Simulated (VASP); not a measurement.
## MgS: single point with r2SCAN

The system is MgS.

```
CELL_PARAMETERS angstrom
0.00000 2.57538 2.57538
2.57538 0.00000 2.57538
2.57538 2.57538 0.00000
ATOMIC_POSITIONS crystal
Mg 0.00000 0.00000 0.00000
S 0.25000 0.25000 0.25000
```

- Program: VASP 6.6.1
- Task: single point
- Functional: r2SCAN
- Potentials or basis: VASP PAW PBE potentials, release 64 (Mg, S)
- Cutoff: 660 eV
- k mesh: 7 × 7 × 7
- Occupations: gaussian, width 0.01 eV
- Spin: no spin polarisation

The pressure is 30.0 GPa. The band gap on the k mesh is 4.18 eV (least direct gap 5.55 eV).

Levels at points of the mesh, in eV from the valence-band top:
```csv
k point,band 2,band 3,band 4,band 5,band 6,band 7
"(0.00, 0.00, 0.00)",0.00,0.00,0.00,5.82,9.29,9.29
```

It took 52 s on 1 thread of Intel(R) Xeon(R) Platinum 8259CL CPU @ 2.50GHz (Skylake/Cascade Lake) (shared host), peak memory 0.19 GiB.

Caveat: the cell stands under pressure; the PAW data sets were made with another functional, which shifts forces and pressure a little; an odd mesh through Γ misses points on the zone boundary, where band edges can lie.
